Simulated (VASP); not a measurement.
# AgRh (P-6m2) in VASP: notebook, part 2 of 2

VASP 6.6.1.

**3. Single point, PBE (volume scaled by 0.92)**

Contents of INCAR:

```
SYSTEM = AgRh
ALGO = Normal
EDIFF = 1E-6
ENCUT = 520
GGA = PE
ISIF = 2
ISMEAR = -1
LASPH = .TRUE.
LCHARG = .TRUE.
LELF = .TRUE.
LREAL = .FALSE.
LVHAR = .TRUE.
LWAVE = .FALSE.
NBANDS = 20
NELM = 60
PREC = Accurate
SIGMA = 0.05
```

Contents of KPOINTS:

```
k-points
0
G
  14 14 7
  0 0 0
```

Contents of POSCAR:

```
AgRh
1.0
    2.7014512470      0.0000000000      0.0000000000
   -1.3507256235      2.3395254070      0.0000000000
    0.0000000000      0.0000000000      4.6767925749
Ag Rh
1 1
Direct
    0.0000000000      0.0000000000      0.5000000000
    0.6666666667      0.3333333333      0.0000000000
```

Potentials or basis: VASP PAW PBE potentials, release 64 (Ag, Rh_pv).

Launch:

```console
> cat potpaw_PBE.64/Ag/POTCAR potpaw_PBE.64/Rh_pv/POTCAR > POTCAR
> mpirun -np 1 vasp_std > vasp.out
```

OUTCAR:

```text
SYSTEM = AgRh
   EDIFF = 1E-6
   ENCUT = 520
   GGA = PE
   ISIF = 2
   ISMEAR = -1
   LASPH = .TRUE.
   LREAL = .FALSE.
   NELM = 60
   PREC = Accurate

 ion  position               nearest neighbor table
   1  0.000  0.000  0.500-   2 2.81   2 2.81   2 2.81   2 2.81   2 2.81   2 2.81
   2  0.667  0.333  0.000-   1 2.81   1 2.81   1 2.81   1 2.81   1 2.81   1 2.81

  LATTYP: Found a hexagonal cell.
 ALAT       =     2.7014512470
 C/A-ratio  =     1.7312148720

  Lattice vectors:

 A1 = (   2.7014512470,   0.0000000000,   0.0000000000)
[... 188 lines left out ...]
      3     -35.5954      2.00000
      4       2.3614      2.00000
      5       3.8585      2.00000
      6       5.5272      2.00000
[... 541 lines left out ...]
     19      23.4761      0.00000
     20      23.4913      0.00000

 [... further k-points ...]
[... 5 lines left out ...]
  --------------------------------------------------------------------------------------
  -------------------------------------------------------------------------------------
  Total        2.5598467      2.5598467      1.9375171      0.0000000      0.0000000      0.0000000
  in kB      138.7559236    138.7559236    105.0226867      0.0000000      0.0000000      0.0000000
  external PRESSURE =     127.5115113 kB  Pullay stress =       0.0000000 kB

 VOLUME and BASIS-vectors are now :
 -----------------------------------------------------------------------------
  energy-cutoff  :      520.00
  volume of cell :       29.56
      direct lattice vectors                 reciprocal lattice vectors
     2.701451247  0.000000000  0.000000000     0.370171404  0.213718560  0.000000000
    -1.350725624  2.339525407  0.000000000     0.000000000  0.427437119  0.000000000
     0.000000000  0.000000000  4.676792575     0.000000000  0.000000000  0.213821756

 POSITION                                       TOTAL-FORCE (eV/Angst)
 -----------------------------------------------------------------------------------
      0.00000      0.00000      2.33840        -0.000000      0.000000      0.000000
      1.35073      0.77984      0.00000         0.000000      0.000000      0.000000
 -----------------------------------------------------------------------------------
    total drift:                               -0.000000      0.000000      0.000000

  FREE ENERGIE OF THE ION-ELECTRON SYSTEM (eV)
  ---------------------------------------------------
  free  energy   TOTEN  =        -9.3781839043 eV

  energy  without entropy=       -9.3544917373  energy(sigma->0) =       -9.36633782
```

Run time: 20 s. Hardware: 1 thread of Intel Xeon 6975P-C (Granite Rapids), shared host; peak memory 0.18 GiB.

Results:

* Free energy: -9.3782 eV
* Pressure: 12.8 GPa
* Band gap on the k mesh: zero (band 13 reaches 11.43 eV, above the bottom of band 14 at 9.92 eV)

Stress tensor (GPa, compression positive):
```
13.88  0.00  0.00
 0.00 13.88  0.00
 0.00  0.00 10.50
```

Caveat: the cell differs from its parent crystal (volume scaled by 0.92).

**4. Single point, PBE (volume scaled by 0.96)**

Contents of INCAR:

```
SYSTEM = AgRh
PREC = Accurate ; ENCUT = 520
EDIFF = 1E-7 ; ISMEAR = -1
SIGMA = 0.05 ; LREAL = .FALSE.
LASPH = .TRUE. ; NELM = 80
ALGO = Normal ; ISIF = 2
LWAVE = .FALSE. ; LCHARG = .FALSE.
GGA = PE ; NBANDS = 20
```

Contents of KPOINTS:

```
Automatic mesh
0
G
  14 14 7
  0 0 0
```

Contents of POSCAR:

```
AgRh
1.0
    2.7400486224      0.0000000000      0.0000000000
   -1.3700243112      2.3729517146      0.0000000000
    0.0000000000      0.0000000000      4.7436129252
Ag Rh
1 1
Direct
    0.0000000000      0.0000000000      0.5000000000
    0.6666666667      0.3333333333      0.0000000000
```

Launch:

```console
> cat potpaw_PBE.64/Ag/POTCAR potpaw_PBE.64/Rh_pv/POTCAR > POTCAR
> mpirun -np 1 vasp_std > vasp.out
```

Run time: 23 s. Hardware: 1 thread of Intel Xeon 6975P-C (Granite Rapids), shared host; peak memory 0.17 GiB.

It converged, with:

```yaml
Free_energy: -9.4456 eV
Pressure: 4.2 GPa
Band_gap_on_the_k_mesh: zero (band 13 reaches 10.66 eV, above the bottom of band 14 at 9.25 eV)
```

Stress tensor (GPa, compression positive):
```
4.84 0.00 0.00
0.00 4.84 0.00
0.00 0.00 2.92
```

Levels at points of the mesh, in eV from the Fermi level:
```csv
k point,band 9,band 10,band 11,band 12,band 13,band 14,band 15,band 16,band 17,band 18
"(0.00, 0.00, 0.00)",-3.19,-3.19,-1.90,-1.90,0.08,0.13,0.13,5.62,16.73,17.36
"(0.50, 0.00, 0.00)",-2.83,-2.23,-1.72,-0.10,1.19,1.91,4.16,8.69,8.88,12.12
```

Caveat: the cell differs from its parent crystal (volume scaled by 0.96).

**5. Single point, PBE**

This run uses another cell than the first one, of 16.06 Å³/atom, 1.163 times its volume.

Contents of INCAR:

```
ALGO = Normal
EDIFF = 1E-6
ENCUT = 520
GGA = PE
ISIF = 2
ISMEAR = -1
LASPH = True
LCHARG = False
LREAL = False
LWAVE = False
NBANDS = 20
NELM = 100
PREC = Accurate
SIGMA = 0.05
```

Contents of KPOINTS:

```
k-points
0
Gamma
  14 14 7
```

Contents of POSCAR:

```
AgRh
1.0
    2.7775881998      0.0000000000      0.0000000000
   -1.3887940999      2.4054619423      0.0000000000
    0.0000000000      0.0000000000      4.8086020000
Ag Rh
1 1
Direct
    0.0000000000      0.0000000000      0.5000000000
    0.6666666667      0.3333333333      0.0000000000
```

Launch:

```console
> cat potpaw_PBE.64/Ag/POTCAR potpaw_PBE.64/Rh_pv/POTCAR > POTCAR
> mpirun -np 1 vasp_std > vasp.out
```

It took 20 s on 1 thread of Intel Xeon 6975P-C (Granite Rapids), shared host; peak memory 0.2 GiB.

It converged, with:

```yaml
Free_energy: -9.4526 eV
Pressure: -2.4 GPa
Band_gap_on_the_k_mesh: zero (band 13 reaches 9.95 eV, above the bottom of band 14 at 8.64 eV)
```

Stress tensor (GPa, compression positive):
```
-2.16  0.00  0.00
 0.00 -2.16  0.00
 0.00  0.00 -2.91
```

Levels at points of the mesh, in eV from the Fermi level:
```tsv
k point	band 10	band 11	band 12	band 13	band 14	band 15	band 16	band 17
(0.00, 0.00, 0.00)	-3.10	-1.78	-1.78	0.13	0.13	0.18	5.33	16.65
(0.50, 0.00, 0.00)	-2.22	-1.60	-0.10	1.11	1.85	4.00	8.42	8.66
```

**6. Single point, PBE (volume scaled by 1.04)**

Contents of INCAR:

```
SYSTEM = AgRh
PREC = Accurate
ENCUT = 520
EDIFF = 1E-6
ISMEAR = -1
SIGMA = 0.05
LREAL = .FALSE.
LASPH = .TRUE.
NELM = 80
ALGO = Normal
ISIF = 2
LWAVE = .FALSE.
LCHARG = .FALSE.
GGA = PE
NBANDS = 20
```

Contents of KPOINTS:

```
regular mesh
0
G
  14 14 7
  0 0 0
```

Contents of POSCAR:

```
AgRh
1.0
    2.8141396046      0.0000000000      0.0000000000
   -1.4070698023      2.4371163874      0.0000000000
    0.0000000000      0.0000000000      4.8718803355
Ag Rh
1 1
Direct
    0.0000000000      0.0000000000      0.5000000000
    0.6666666667      0.3333333333      0.0000000000
```

Potentials or basis: VASP PAW PBE potentials, release 64 (Ag, Rh_pv).

Launch:

```console
> cat potpaw_PBE.64/Ag/POTCAR potpaw_PBE.64/Rh_pv/POTCAR > POTCAR
> mpirun -np 1 vasp_std > vasp.out
```

OUTCAR:

```text
SYSTEM = AgRh
   PREC = Accurate
   ENCUT = 520
   EDIFF = 1E-6
   ISMEAR = -1
   LREAL = .FALSE.
   LASPH = .TRUE.
   NELM = 80
   ISIF = 2
   GGA = PE

 ion  position               nearest neighbor table
   1  0.000  0.000  0.500-   2 2.93   2 2.93   2 2.93   2 2.93   2 2.93   2 2.93
   2  0.667  0.333  0.000-   1 2.93   1 2.93   1 2.93   1 2.93   1 2.93   1 2.93

  LATTYP: Found a hexagonal cell.
 ALAT       =     2.8141396046
 C/A-ratio  =     1.7312148720

  Lattice vectors:

 A1 = (   2.8141396046,   0.0000000000,   0.0000000000)
 A2 = (  -1.4070698023,   2.4371163874,   0.0000000000)
 A3 = (   0.0000000000,   0.0000000000,   4.8718803355)

Analysis of symmetry for initial positions (statically):
=====================================================================
 Subroutine PRICEL returns:
 Original cell was already a primitive cell.

 Routine SETGRP: Setting up the symmetry group for a
 hexagonal supercell.

 Subroutine GETGRP returns: Found 12 space group operations
 (whereof 12 operations were pure point group operations)
[... 153 lines left out ...]

 number of electron      26.0000001 magnetization

 Free energy of the ion-electron system (eV)
  ---------------------------------------------------
  ext. energy  EPLUGINS =         0.00000000
  ---------------------------------------------------
  free energy    TOTEN  =        -9.41286033 eV

  energy without entropy =       -9.38548737  energy(sigma->0) =       -9.39917385

 E-fermi :   8.2593     XC(G=0): -12.5512

 val. band max:        8.2458771747   @ k =   0.2857   0.0000   0.0000
 cond. band min:       8.2636629531   @ k =   0.4286   0.1429   0.0000
 fundamental gap:      0.0177857784
 Fermi energy:         8.2592763913

 k-point     1 :       0.0000    0.0000    0.0000
  band No.  band energies     occupation
      1     -37.3449      2.00000
      2     -37.3449      2.00000
      3     -37.3030      2.00000
      4       1.3764      2.00000
      5       2.7715      2.00000
      6       4.1286      2.00000
[... 541 lines left out ...]
     19      20.3147      0.00000
     20      20.5350      0.00000

 [... further k-points ...]
[... 5 lines left out ...]
  --------------------------------------------------------------------------------------
  -------------------------------------------------------------------------------------
  Total       -1.5723548     -1.5723548     -1.5350434      0.0000000      0.0000000     -0.0000000
  in kB      -75.3950096    -75.3950096    -73.6059180      0.0000000      0.0000000     -0.0000000
  external PRESSURE =     -74.7986457 kB  Pullay stress =       0.0000000 kB

 VOLUME and BASIS-vectors are now :
 -----------------------------------------------------------------------------
  energy-cutoff  :      520.00
  volume of cell :       33.41
      direct lattice vectors                 reciprocal lattice vectors
     2.814139605  0.000000000  0.000000000     0.355348398  0.205160493  0.000000000
    -1.407069802  2.437116387  0.000000000     0.000000000  0.410320986  0.000000000
     0.000000000  0.000000000  4.871880336     0.000000000  0.000000000  0.205259557

 POSITION                                       TOTAL-FORCE (eV/Angst)
 -----------------------------------------------------------------------------------
      0.00000      0.00000      2.43594         0.000000     -0.000000      0.000000
      1.40707      0.81237      0.00000        -0.000000      0.000000      0.000000
 -----------------------------------------------------------------------------------
    total drift:                               -0.000000      0.000000      0.000000

  FREE ENERGIE OF THE ION-ELECTRON SYSTEM (eV)
  ---------------------------------------------------
  free  energy   TOTEN  =        -9.4128603298 eV

  energy  without entropy=       -9.3854873662  energy(sigma->0) =       -9.39917385
```

stdout:

```text
POSCAR found type information on POSCAR AgRh
 POSCAR found :  2 types and       2 ions
 scaLAPACK will be used
 LDA part: xc-table for (Slater+PW92), standard interpolation
 POSCAR, INCAR and KPOINTS ok, starting setup
 FFT: planning ... GRIDC
 FFT: planning ... GRID_SOFT
 FFT: planning ... GRID
 WAVECAR not read
 entering main loop
```

Wall time 19 s (1 thread of Intel Xeon 6975P-C (Granite Rapids), shared host); peak memory 0.2 GiB.

Results:

| Quantity | Value |
| --- | --- |
| Free energy | -9.4129 eV |
| Pressure | -7.5 GPa |
| Band gap on the k mesh | zero (band 13 reaches 9.30 eV, above the bottom of band 14 at 8.08 eV) |

Stress tensor (GPa, compression positive):
```
-7.54  0.00  0.00
 0.00 -7.54  0.00
 0.00  0.00 -7.36
```

Levels at points of the mesh, in eV from the Fermi level:
```tsv
k point	band 10	band 11	band 12	band 13	band 14	band 15	band 16	band 17
(0.00, 0.00, 0.00)	-3.03	-1.67	-1.67	0.12	0.12	0.28	5.07	16.56
(0.50, 0.00, 0.00)	-2.21	-1.48	-0.10	1.04	1.79	3.86	8.17	8.47
```

Caveat: the cell differs from its parent crystal (volume scaled by 1.04).

**7. The runs side by side**

| cell | gap on the mesh (eV) | pressure (GPa) |
| --- | --- | --- |
| a = 2.641, b = 2.641, c = 4.573 Å, angles 90.0, 90.0, 120.0°, 2 atoms | none | 30.6 |
| a = 2.701, b = 2.701, c = 4.677 Å, angles 90.0, 90.0, 120.0°, 2 atoms | none | 12.8 |
| a = 2.740, b = 2.740, c = 4.744 Å, angles 90.0, 90.0, 120.0°, 2 atoms | none | 4.2 |
| a = 2.778, b = 2.778, c = 4.809 Å, angles 90.0, 90.0, 120.0°, 2 atoms | none | -2.4 |
| a = 2.814, b = 2.814, c = 4.872 Å, angles 90.0, 90.0, 120.0°, 2 atoms | none | -7.5 |

Alike in all rows: task single point; level PBE; potentials or basis VASP PAW PBE potentials, release 64 (Ag, Rh_pv); no spin polarisation; k mesh 14 × 14 × 7; cutoff (eV) 520; smearing fermi-dirac 0.05 eV.

Absolute energies hang on the potentials; compare differences alone.
